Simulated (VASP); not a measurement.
A run of VASP 6.6.1 is set up as follows.

INCAR

```
SYSTEM = Mo
ALGO     = Normal         ! electronic algorithm
EDIFF    = 1E-7           ! SCF threshold, eV
ENCUT    = 520            ! plane-wave cutoff, eV
GGA      = PE             ! functional
ISIF     = 2              ! what is computed and relaxed
ISMEAR   = -1             ! smearing method
LASPH    = .TRUE.         ! aspherical terms in the spheres
LCHARG   = .FALSE.        ! write CHGCAR
LREAL    = .FALSE.        ! projectors in reciprocal space
LWAVE    = .FALSE.        ! write WAVECAR
NBANDS   = 13             ! bands
NELM     = 60             ! most SCF steps
PREC     = Accurate       ! precision mode
SIGMA    = 0.08           ! smearing width, eV
```

File KPOINTS:

```
k-points
0
G
  17 17 17
  0 0 0
```

POSCAR

```
Mo
1.0
   -1.3692248112      1.3692248112      1.3692248112
    1.3692248112     -1.3692248112      1.3692248112
    1.3692248112      1.3692248112     -1.3692248112
Mo
1
Direct
    0.0000000000      0.0000000000      0.0000000000
```

Potentials or basis: VASP PAW PBE potentials, release 64 (Mo_sv).

Run with:

```console
$ cat potpaw_PBE.64/Mo_sv/POTCAR > POTCAR
$ mpirun -np 1 vasp_std > vasp.out
```

**Question.** What does it give for the pressure?

**Answer.** 269.2 GPa.

**Question.** Predict the band gap on the k mesh.

**Answer.** Zero (bands 7 and 8 overlap by 9.04 eV).

Caveat: the cell stands under pressure.
